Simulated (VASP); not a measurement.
# PbS (R3m) in VASP: notebook

The runs below take PbS through single point, with r2SCAN.

All numbers are computed with VASP 6.6.1; they aren't measurements. Logs are shortened: lines on timing, memory, paths and dates and some standing lists are left out, and cuts for length are marked.

### 1 The cell of the first run

It takes space group R3m (No. 160, trigonal). The conventional cell has a = 4.421 Å, b = 4.421 Å, c = 9.938 Å, α = 90.00°, β = 90.00°, γ = 120.00°. Within 4.0 Å of Pb (site symmetry 3m) lie 6 S at 3.04 to 3.05 Å. Within 4.0 Å of S (site symmetry 3m) lie 6 Pb at 3.04 to 3.05 Å.

### 2 Single point, r2SCAN

File POSCAR:

```
PbS
1.0
    2.2105500000      1.2762616375      3.3128333333
   -2.2105500000      1.2762616375      3.3128333333
    0.0000000000     -2.5525232751      3.3128333333
Pb S
1 1
Direct
    0.9781509158      0.9781509158      0.9781509158
    0.4774504142      0.4774504142      0.4774504142
```

File INCAR.step1:

```
SYSTEM = PbS
PREC = Accurate
ENCUT = 520
ISMEAR = 0
SIGMA = 0.05
LREAL = .FALSE.
LASPH = .TRUE.
NELM = 80
NBANDS = 17
GGA = PE
ALGO = Normal
EDIFF = 1E-4
LWAVE = .TRUE.
LCHARG = .FALSE.
```

File INCAR.step2:

```
SYSTEM = PbS
PREC = Accurate
ENCUT = 520
EDIFF = 1E-6
ISMEAR = 0
SIGMA = 0.05
LREAL = .FALSE.
LASPH = .TRUE.
NELM = 80
ALGO = Normal
ISIF = 2
LWAVE = .FALSE.
LCHARG = .FALSE.
METAGGA = R2SCAN
LMIXTAU = .TRUE.
NBANDS = 17
ISTART = 1
```

File KPOINTS:

```
Automatic mesh
0
G
  9 9 9
  0 0 0
```

Potentials or basis: VASP PAW PBE potentials, release 64 (Pb_d, S).

Run with:

```console
cat potpaw_PBE.64/Pb_d/POTCAR potpaw_PBE.64/S/POTCAR > POTCAR
cp INCAR.step1 INCAR
mpirun -np 1 vasp_std > vasp.out
cp INCAR.step2 INCAR
mpirun -np 1 vasp_std > vasp.out
```

OUTCAR:

```text
SYSTEM = PbS
   PREC = Accurate
   ENCUT = 520
   EDIFF = 1E-6
   ISMEAR = 0
   LREAL = .FALSE.
   LASPH = .TRUE.
   NELM = 80
   ISIF = 2
   METAGGA = R2SCAN
   ISTART = 1

 ion  position               nearest neighbor table
   1  0.978  0.978  0.978-   2 3.04   2 3.04   2 3.04   2 3.05   2 3.05   2 3.05
   2  0.477  0.477  0.477-   1 3.04   1 3.04   1 3.04   1 3.05   1 3.05   1 3.05

  LATTYP: Found a trigonal (rhomboedric) cell.
 ALAT       =     4.1821333986
 COS(alpha) =     0.4412276369

  Lattice vectors:

 A1 = (   2.2105500000,   1.2762616375,   3.3128333333)
 A2 = (  -2.2105500000,   1.2762616375,   3.3128333333)
 A3 = (   0.0000000000,  -2.5525232751,   3.3128333333)

Analysis of symmetry for initial positions (statically):
=====================================================================
 Subroutine PRICEL returns:
 Original cell was already a primitive cell.

 Routine SETGRP: Setting up the symmetry group for a
 trigonal (rhombohedral) supercell.

 Subroutine GETGRP returns: Found  6 space group operations
 (whereof  6 operations were pure point group operations)
 out of a pool of 12 trial point group operations.

The static configuration has the point symmetry C_3v.

Analysis of symmetry for dynamics (positions and initial velocities):
=====================================================================
 Subroutine PRICEL returns:
 Original cell was already a primitive cell.

 Routine SETGRP: Setting up the symmetry group for a
 trigonal (rhombohedral) supercell.

 Subroutine GETGRP returns: Found  6 space group operations
 (whereof  6 operations were pure point group operations)
 out of a pool of 12 trial point group operations.

The dynamic configuration has the point symmetry C_3v.

 Subroutine INISYM returns: Found  6 space group operations
 (whereof  6 operations are pure point group operations),
 and found     1 'primitive' translations

----------------------------------------------------------------------------------------

                                     Primitive cell

  volume of cell :      56.0778

  direct lattice vectors                    reciprocal lattice vectors
     2.210550000  1.276261637  3.312833333     0.226188053  0.130589733  0.100618806
    -2.210550000  1.276261637  3.312833333    -0.226188053  0.130589733  0.100618806
     0.000000000 -2.552523275  3.312833333     0.000000000 -0.261179466  0.100618806

  length of vectors
     4.182133399  4.182133399  4.182133399     0.279890796  0.279890796  0.279890796

  position of ions in fractional coordinates (direct lattice)
     0.978150916  0.978150916  0.978150916
     0.477450414  0.477450414  0.477450414

  ion indices of the primitive-cell ions
   primitive index   ion index
                 1           1
                 2           2

----------------------------------------------------------------------------------------

 KPOINTS: Automatic mesh

Automatic generation of k-mesh.
 Grid dimensions read from file:
 generate k-points for:    9    9    9

 Generating k-lattice:

  Cartesian coordinates                     Fractional coordinates (reciprocal lattice)
     0.025132006  0.014509970  0.011179867     0.111111111  0.000000000  0.000000000
    -0.025132006  0.014509970  0.011179867     0.000000000  0.111111111  0.000000000
     0.000000000 -0.029019941  0.011179867    -0.000000000 -0.000000000  0.111111111

  Length of vectors
     0.031098977  0.031098977  0.031098977

  Shift w.r.t. Gamma in fractional coordinates (k-lattice)
     0.000000000  0.000000000  0.000000000

 Subroutine IBZKPT returns following result:
 ===========================================

 Found     85 irreducible k-points:

 Following reciprocal coordinates:
            Coordinates               Weight
  0.000000  0.000000  0.000000      1.000000
  0.111111  0.000000  0.000000      6.000000
  0.222222  0.000000  0.000000      6.000000
  0.333333  0.000000  0.000000      6.000000
  0.444444  0.000000  0.000000      6.000000
  0.111111  0.111111  0.000000      6.000000
[... 16 lines left out ...]
 -0.333333  0.333333  0.000000      6.000000
  0.444444  0.444444  0.000000      6.000000
 [... further k-points ...]
   k-points           NKPTS =     85   k-points in BZ     NKDIM =     85   number of bands    NBANDS=     17
   number of dos      NEDOS =    301   number of ions     NIONS =      2
   total plane-waves  NPLWV =  32768
   dimension x,y,z NGX =    32 NGY =   32 NGZ =   32
   dimension x,y,z NGXF=    64 NGYF=   64 NGZF=   64
   ions per type =               1   1
   NGX,Y,Z   is equivalent  to a cutoff of  12.72, 12.72, 12.72 a.u.
   NGXF,Y,Z  is equivalent  to a cutoff of  25.44, 25.44, 25.44 a.u.
 SYSTEM =  PbS
   PREC   = accura    normal or accurate (medium, high low for compatibility)
   ISTART =      1    job   : 0-new  1-cont  2-samecut
   ICHARG =      0    charge: 1-file 2-atom 10-const
   ISPIN  =      1    spin polarized calculation?
   LNONCOLLINEAR =      F non collinear calculations
   LSORBIT =      F    spin-orbit coupling
   LASPH  =      T    aspherical Exc in radial PAW
   ENCUT  =  520.0 eV  38.22 Ry    6.18 a.u.   7.78  7.78  7.78*2*pi/ulx,y,z
   NELM   =     80;   NELMIN=  2; NELMDL=  0     # of ELM steps
   EDIFF  = 0.1E-05   stopping-criterion for ELM
   LREAL  =      F    real-space projection
   EDIFFG = 0.1E-04   stopping-criterion for IOM
   NSW    =      0    number of steps for IOM
   IBRION =     -1    ionic relax: 0-MD 1-quasi-New 2-CG
   NFREE  =      0    steps in history (QN), initial steepest desc. (CG)
   ISIF   =      2    stress and relaxation
   ISYM   =      2    0-nonsym 1-usesym 2-fastsym
   POTIM  = 0.5000    time-step for ionic-motion
   TEBEG  =    0.0;   TEEND  =   0.0 temperature during run
   PSTRESS=    0.0 pullay stress
   NELECT =      20.0000    total number of electrons
   NUPDOWN=      -1.0000    fix difference up-down
   EMIN   =  10.00;   EMAX   =-10.00  energy-range for DOS
   EFERMI =   0.00;   METHOD = LEGACY
   ISMEAR =     0;   SIGMA  =   0.05  broadening in eV -4-tet -1-fermi 0-gaus
   EFERMI_NEDOS =   21; number of points for ismear=-14 and -15
   IALGO  =     38    algorithm
   IMIX   =      4    mixing-type and parameters
     AMIX     =   0.40;   BMIX     =  1.00
     AMIX_MAG =   1.60;   BMIX_MAG =  1.00
  volume/ion in A,a.u.               =      28.04       189.22
  Fermi-wavevector in a.u.,A,eV,Ry     =   1.160971  2.193916 18.338648  1.347853
  Thomas-Fermi vector in A             =   2.297547
   LORBIT       =      0    0 simple, 1 ext, 2 COOP (PROOUT), +10 PAW based schemes
   METAGGA = R2SCAN    functional components
   LHFCALC =     F    Hartree Fock is set to
   AEXX    =    0.0000 exact exchange contribution
   IVDW    =     0    specifies the selected vdW correction
   LEPSILON=     F    determine dielectric tensor
   LRPA    =     F    only Hartree local field effects (RPA)
 non-spin polarized calculation
 Gauss-broadening in eV      SIGMA  =   0.05
  energy-cutoff  :      520.00
  volume of cell :       56.08
 maximum number of plane-waves:      1526
   NGX = 15   NGY = 15   NGZ = 15

 number of electron      20.0000004 magnetization

 Free energy of the ion-electron system (eV)
  ---------------------------------------------------
  ext. energy  EPLUGINS =         0.00000000
  ---------------------------------------------------
  free energy    TOTEN  =       -65.55580957 eV

  energy without entropy =      -65.55580957  energy(sigma->0) =      -65.55580957

 E-fermi :   4.9640     XC(G=0):  -9.8978

 val. band max:        4.6620280711   @ k =   0.4444   0.0000   0.0000
 cond. band min:       5.2997648285   @ k =   0.4444   0.4444   0.4444
 fundamental gap:      0.6377367574
 Fermi energy:         4.9639565291

 k-point     1 :       0.0000    0.0000    0.0000
  band No.  band energies     occupation
      1     -12.6099      2.00000
      2     -12.6099      2.00000
      3     -12.6074      2.00000
      4     -12.5682      2.00000
      5     -12.5682      2.00000
      6      -8.7755      2.00000
[... 9 lines left out ...]
     16      12.9193      0.00000
     17      14.1680      0.00000

 k-point     2 :       0.1111    0.0000    0.0000
  band No.  band energies     occupation
      1     -12.6110      2.00000
      2     -12.6090      2.00000
      3     -12.6039      2.00000
      4     -12.5694      2.00000
      5     -12.5673      2.00000
      6      -8.6826      2.00000
[... 9 lines left out ...]
     16      13.0473      0.00000
     17      14.9137      0.00000

 k-point     3 :       0.2222    0.0000    0.0000
  band No.  band energies     occupation
      1     -12.6151      2.00000
      2     -12.6099      2.00000
      3     -12.5923      2.00000
      4     -12.5723      2.00000
      5     -12.5636      2.00000
      6      -8.4221      2.00000
[... 9 lines left out ...]
     16      13.6968      0.00000
     17      16.3065      0.00000

 k-point     4 :       0.3333    0.0000    0.0000
  band No.  band energies     occupation
      1     -12.6213      2.00000
      2     -12.6117      2.00000
      3     -12.5801      2.00000
      4     -12.5741      2.00000
      5     -12.5579      2.00000
      6      -8.0629      2.00000
[... 9 lines left out ...]
     16      14.6992      0.00000
     17      16.9721      0.00000
[... 343 lines left out ...]
      1     -12.6715      2.00000
      2     -12.6087      2.00000
      3     -12.5758      2.00000
      4     -12.5620      2.00000
      5     -12.5534      2.00000
      6      -7.3982      2.00000
[... 9 lines left out ...]
     16      16.4882      0.00000
     17      17.4115      0.00000

 k-point    23 :      -0.3333    0.3333    0.0000
  band No.  band energies     occupation
      1     -12.6563      2.00000
      2     -12.5973      2.00000
      3     -12.5837      2.00000
      4     -12.5660      2.00000
      5     -12.5610      2.00000
      6      -7.4390      2.00000
[... 9 lines left out ...]
     16      15.4469      0.00000
     17      16.9877      0.00000

 k-point    24 :       0.4444    0.4444    0.0000
  band No.  band energies     occupation
      1     -12.6916      2.00000
      2     -12.6206      2.00000
      3     -12.5640      2.00000
      4     -12.5601      2.00000
      5     -12.5451      2.00000
      6      -7.4045      2.00000
[... 9 lines left out ...]
     16      16.7583      0.00000
     17      17.6692      0.00000

 [... further k-points ...]

------------------------ aborting loop because EDIFF is reached ----------------------------------------

  FORCE on cell =-STRESS in cart. coord.  units (eV):
  Direction    XX          YY          ZZ          XY          YZ          ZX
  --------------------------------------------------------------------------------------
  -------------------------------------------------------------------------------------
  Total       -1.3471827     -1.3471827     -0.2367436      0.0000000      0.0000000      0.0000000
  in kB      -38.4898474    -38.4898474     -6.7639113      0.0000000      0.0000000      0.0000000
  external PRESSURE =     -27.9145354 kB  Pullay stress =       0.0000000 kB

 VOLUME and BASIS-vectors are now :
 -----------------------------------------------------------------------------
  energy-cutoff  :      520.00
  volume of cell :       56.08
      direct lattice vectors                 reciprocal lattice vectors
     2.210550000  1.276261637  3.312833333     0.226188053  0.130589733  0.100618806
    -2.210550000  1.276261637  3.312833333    -0.226188053  0.130589733  0.100618806
     0.000000000 -2.552523275  3.312833333     0.000000000 -0.261179466  0.100618806

 POSITION                                       TOTAL-FORCE (eV/Angst)
 -----------------------------------------------------------------------------------
      0.00000     -0.00000      9.72135         0.000000      0.000000     -0.001365
      0.00000     -0.00000      4.74514         0.000000     -0.000000      0.001365
 -----------------------------------------------------------------------------------
    total drift:                                0.000000     -0.000000     -0.000109

  FREE ENERGIE OF THE ION-ELECTRON SYSTEM (eV)
  ---------------------------------------------------
  free  energy   TOTEN  =       -65.5558095719 eV

  energy  without entropy=      -65.5558095719  energy(sigma->0) =      -65.55580957
```

It took 2 min on 1 thread of Intel Xeon Platinum 8488C (Sapphire Rapids), shared host; peak memory 0.23 GiB.

What came out:

- Free energy: -65.5558 eV
- Pressure: -2.8 GPa

Levels at points of the mesh, in eV from the Fermi level:
```
           k point  band 7  band 8  band 9  band 10  band 11  band 12  band 13  band 14
(0.00, 0.00, 0.00)   -6.50   -2.32   -2.32    -1.77     5.04     5.21     5.21     6.78
```

Caveat: this odd mesh misses L, so gap, dielectric constants and Born charges aren't listed; the PAW data sets were made with another functional, which shifts forces and pressure a little; spin-orbit coupling is left out, which moves the levels of the heavy elements.

### 3 Single point, r2SCAN

File POSCAR:

```
PbS
1.0
    2.2598000000      1.3046961383      3.1748000000
   -2.2598000000      1.3046961383      3.1748000000
    0.0000000000     -2.6093922766      3.1748000000
Pb S
1 1
Direct
    0.9781509158      0.9781509158      0.9781509158
    0.4774504142      0.4774504142      0.4774504142
```

File INCAR.step1:

```
SYSTEM = PbS
PREC = Accurate
ENCUT = 520
ISMEAR = 0
SIGMA = 0.05
LREAL = .False.
LASPH = .True.
NELM = 80
NBANDS = 17
GGA = PE
ALGO = Normal
EDIFF = 1E-4
LWAVE = .True.
LCHARG = .False.
```

File INCAR.step2:

```
SYSTEM = PbS
PREC = Accurate
ENCUT = 520
EDIFF = 1E-7
ISMEAR = 0
SIGMA = 0.05
LREAL = .False.
LASPH = .True.
NELM = 80
ALGO = Normal
ISIF = 2
LWAVE = .False.
LCHARG = .False.
METAGGA = R2SCAN
LMIXTAU = .True.
NBANDS = 17
ISTART = 1
```

File KPOINTS:

```
Automatic mesh
0
Gamma
  9 9 9
  0 0 0
```

Potentials or basis: VASP PAW PBE potentials, release 64 (Pb_d, S).

Run with:

```console
cat potpaw_PBE.64/Pb_d/POTCAR potpaw_PBE.64/S/POTCAR > POTCAR
cp INCAR.step1 INCAR
mpirun -np 1 vasp_std > vasp.out
cp INCAR.step2 INCAR
mpirun -np 1 vasp_std > vasp.out
```

Run time: 2.3 min. Hardware: 1 thread of Intel Xeon Platinum 8488C (Sapphire Rapids), shared host; peak memory 0.23 GiB.

It converged, with:

- Free energy: -65.4922 eV
- Pressure: -3.1 GPa

Forces on the atoms (eV/Å):
```
Pb   0.000  0.000 -0.002
S    0.000  0.000  0.002
```

Stress tensor (GPa, compression positive):
```
-4.80  0.00  0.00
 0.00 -4.80  0.00
 0.00  0.00  0.17
```

Levels at points of the mesh, in eV from the Fermi level:
```
           k point  band 6  band 7  band 8  band 9  band 10  band 11  band 12  band 13  band 14  band 15
(0.00, 0.00, 0.00)  -13.58   -6.50   -2.28   -2.28    -1.40     5.03     5.39     5.39     6.67     6.67
```

Caveat: this odd mesh misses L, so gap, dielectric constants and Born charges aren't listed; the cell stands under tension; the PAW data sets were made with another functional, which shifts forces and pressure a little; spin-orbit coupling is left out, which moves the levels of the heavy elements.

### 4 Single point, r2SCAN

This run uses another cell than the first one, of 28.48 Å³/atom.

File POSCAR:

```
PbS
1.0
    2.0627000000      1.1909004002      3.8649666667
   -2.0627000000      1.1909004002      3.8649666667
    0.0000000000     -2.3818008005      3.8649666667
Pb S
1 1
Direct
    0.9781509158      0.9781509158      0.9781509158
    0.4774504142      0.4774504142      0.4774504142
```

File INCAR.step1:

```
SYSTEM = PbS
PREC     = Accurate       ! precision mode
ENCUT    = 520            ! plane-wave cutoff, eV
ISMEAR   = 0              ! smearing method
SIGMA    = 0.05           ! smearing width, eV
LREAL    = .FALSE.        ! projectors in reciprocal space
LASPH    = .TRUE.         ! aspherical terms in the spheres
NELM     = 80             ! most SCF steps
NBANDS   = 17             ! bands
GGA      = PE             ! functional
ALGO     = Normal         ! electronic algorithm
EDIFF    = 1E-4           ! SCF threshold, eV
LWAVE    = .TRUE.         ! write WAVECAR
LCHARG   = .FALSE.        ! write CHGCAR
```

File INCAR.step2:

```
SYSTEM = PbS
PREC     = Accurate       ! precision mode
ENCUT    = 520            ! plane-wave cutoff, eV
EDIFF    = 1E-6           ! SCF threshold, eV
ISMEAR   = 0              ! smearing method
SIGMA    = 0.05           ! smearing width, eV
LREAL    = .FALSE.        ! projectors in reciprocal space
LASPH    = .TRUE.         ! aspherical terms in the spheres
NELM     = 80             ! most SCF steps
ALGO     = Normal         ! electronic algorithm
ISIF     = 2              ! what is computed and relaxed
LWAVE    = .FALSE.        ! write WAVECAR
LCHARG   = .FALSE.        ! write CHGCAR
METAGGA  = R2SCAN         ! meta-GGA
LMIXTAU  = .TRUE.       
NBANDS   = 17             ! bands
ISTART   = 1
```

File KPOINTS:

```
regular mesh
0
G
  9 9 9
  0 0 0
```

Run with:

```console
cat potpaw_PBE.64/Pb_d/POTCAR potpaw_PBE.64/S/POTCAR > POTCAR
cp INCAR.step1 INCAR
mpirun -np 1 vasp_std > vasp.out
cp INCAR.step2 INCAR
mpirun -np 1 vasp_std > vasp.out
```

It took 3.3 min on 1 thread of Intel Xeon Platinum 8488C (Sapphire Rapids), shared host; peak memory 0.26 GiB.

It converged, with:

- Free energy: -65.4655 eV
- Pressure: -3.7 GPa
- Largest force: 0.016 eV/Å

Forces in eV/Å, atoms in the order of the input:
```
Pb   0.000  0.000  0.016
S    0.000  0.000 -0.016
```

Stress tensor (GPa, compression positive):
```
-1.36  0.00  0.00
 0.00 -1.36  0.00
 0.00  0.00 -8.31
```

Levels at points of the mesh, in eV from the Fermi level:
| k point | band 7 | band 8 | band 9 | band 10 | band 11 | band 12 | band 13 | band 14 |
| --- | --- | --- | --- | --- | --- | --- | --- | --- |
| (0.00, 0.00, 0.00) | -6.78 | -2.85 | -1.79 | -1.79 | 4.97 | 4.97 | 5.08 | 6.21 |

Caveat: this odd mesh misses L, so gap, dielectric constants and Born charges aren't listed; the cell stands under tension; the PAW data sets were made with another functional, which shifts forces and pressure a little; spin-orbit coupling is left out, which moves the levels of the heavy elements.

(Continued in part 2 of 2.)
